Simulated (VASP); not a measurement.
A run of VASP 6.6.1 is set up as follows.

The input INCAR:

```
  ALGO = Normal
  EDIFF = 1E-7
  ENCUT = 520
  GGA = PS
  ISIF = 2
  ISMEAR = 0
  LASPH = T
  LCHARG = F
  LREAL = F
  LWAVE = F
  NBANDS = 16
  NELM = 60
  PREC = Accurate
  SIGMA = 0.01
```

Contents of KPOINTS:

```
k-points
0
Gamma
  6 6 6
```

Contents of POSCAR:

```
MgO
1.0
    3.5989186844      0.0000000000      0.0000000000
   -1.7994593422      3.1167550944      0.0000000000
    0.0000000000      0.0000000000      4.3129086459
Mg O
2 2
Direct
    0.6666666667      0.3333333333      0.7500000000
    0.3333333333      0.6666666667      0.2500000000
    0.6666666667      0.3333333333      0.2500000000
    0.3333333333      0.6666666667      0.7500000000
```

Potentials or basis: VASP PAW PBE potentials, release 64 (Mg, O).

The run is started by

```console
$ cat potpaw_PBE.64/Mg/POTCAR potpaw_PBE.64/O/POTCAR > POTCAR
$ mpirun -np 1 vasp_std > vasp.out
```

Problem. Estimate the pressure.

Solution. -9.9 GPa.

Problem. Predict the band gap on the k mesh.

Solution. 2.85 eV, direct.

Stress tensor (GPa, compression positive):
```
 -9.76   0.00   0.00
  0.00  -9.76   0.00
  0.00   0.00 -10.29
```

Caveat: the PAW data sets were made with another functional, which shifts forces and pressure a little.
